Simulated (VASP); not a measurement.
The system is Sn2TeO3.

```
CELL_PARAMETERS angstrom
-1.90081 2.70905 5.74992
1.90081 -2.70905 5.74992
1.90081 2.70905 -5.74992
ATOMIC_POSITIONS crystal
Sn 0.16245 0.66245 0.50000
Sn 0.83755 0.33755 0.50000
Te 0.50000 0.00000 0.50000
O 0.00000 0.00000 0.00000
O 0.67772 0.67772 0.00000
O 0.32228 0.32228 0.00000
```

The cell was built from a structure type or drawn by symmetry, and may not be a known phase.

| Property | Result |
| --- | --- |
| Program | VASP 6.6.1 |
| Task | relaxation of cell and atoms |
| Functional | PBE |
| Potentials or basis | VASP PAW PBE potentials, release 64 (Sn_d, Te, O) |
| Cutoff | 600 eV |
| k mesh | 4 × 4 × 4 |
| Occupations | gaussian, width 0.15 eV |
| Spin | no spin polarisation |

At the start: pressure -10.4 GPa; volume 19.74 Å³/atom.

**Question.** How do energy, volume and symmetry change on relaxing?

**Answer.** Over 29 steps the energy falls by 461.2 meV/atom and the volume is 18.79 Å³/atom (-4.8 %); space group Immm (No. 71, to 0.1 Å) before and after.

Step by step:
| step | energy change (eV) | largest force (eV/Å) | pressure (GPa) | volume (Å³) |
| --- | --- | --- | --- | --- |
| 1 | 0.0000 | 0.4546 | -10.38 | 118.43 |
| 2 | -0.6682 | 0.6003 | 3.20 | 97.84 |
| 3 | -0.6914 | 0.5245 | 0.39 | 100.54 |
| 4 | -0.7625 | 0.6866 | 0.48 | 100.19 |
| 5 | -0.9870 | 1.0774 | 1.48 | 99.00 |
| 6 | -1.2398 | 1.7780 | 8.24 | 96.07 |
| 7 | -1.2529 | 1.3357 | 6.02 | 96.77 |
| 8 | -1.2537 | 1.5292 | 6.97 | 96.45 |
| 9 | -1.2706 | 1.5719 | 7.02 | 96.59 |
| 10 | -1.3159 | 1.7056 | 7.17 | 97.00 |
| 11 | -1.3827 | 1.9966 | 7.79 | 97.77 |
| 12 | -1.4068 | 2.7138 | 10.00 | 99.19 |
| 13 | -1.5753 | 2.5505 | 8.15 | 101.46 |
| 14 | -1.9682 | 2.0511 | 3.39 | 108.32 |
| 15 | -2.3538 | 0.8794 | -3.61 | 122.32 |
| 16 | -2.4758 | 0.6764 | -3.46 | 122.29 |
| 17 | -2.5806 | 0.3418 | -3.16 | 122.13 |
| 18 | -2.4336 | 0.6893 | -2.25 | 121.40 |
| 19 | -2.5957 | 0.3078 | -3.09 | 122.04 |
| 20 | -2.6492 | 0.4767 | -1.00 | 118.99 |
| 21 | -2.6611 | 0.7335 | 0.60 | 116.84 |
| 22 | -2.6941 | 0.5534 | 0.46 | 116.08 |
| 23 | -2.7492 | 0.0800 | 0.14 | 113.79 |
| 24 | -2.7556 | 0.1264 | 0.00 | 112.83 |
| 25 | -2.7559 | 0.1684 | -0.02 | 112.61 |
| 26 | -2.7621 | 0.0367 | 0.26 | 112.31 |
| 27 | -2.7644 | 0.0995 | 0.54 | 111.98 |
| 28 | -2.7669 | 0.0618 | -0.27 | 112.93 |
| 29 | -2.7670 | 0.0544 | -0.17 | 112.77 |

Final structure:
```xyz
6
Lattice="-1.8166 2.0856 7.4414 1.8166 -2.0856 7.4414 1.8166 2.0856 -7.4414" Properties=species:S:1:pos:R:3 pbc="T T T"
Sn    1.8166    0.0000    2.5691
Sn    0.0000    2.0856    4.8723
Te    0.0000    2.0856    0.0000
O     0.0000    0.0000    0.0000
O     0.0000    0.0000   11.0470
O     0.0000    0.0000    3.8358
```

Caveat: the k points lie up to 0.45 Å⁻¹ apart in the final cell, too coarse for converged energies and pressures of a metal; a cell axis changed by over 15 % at a fixed basis, so the end point is rough; the relaxation stopped at a loose force limit of 0.08 eV/Å, so its end isn't a converged minimum.
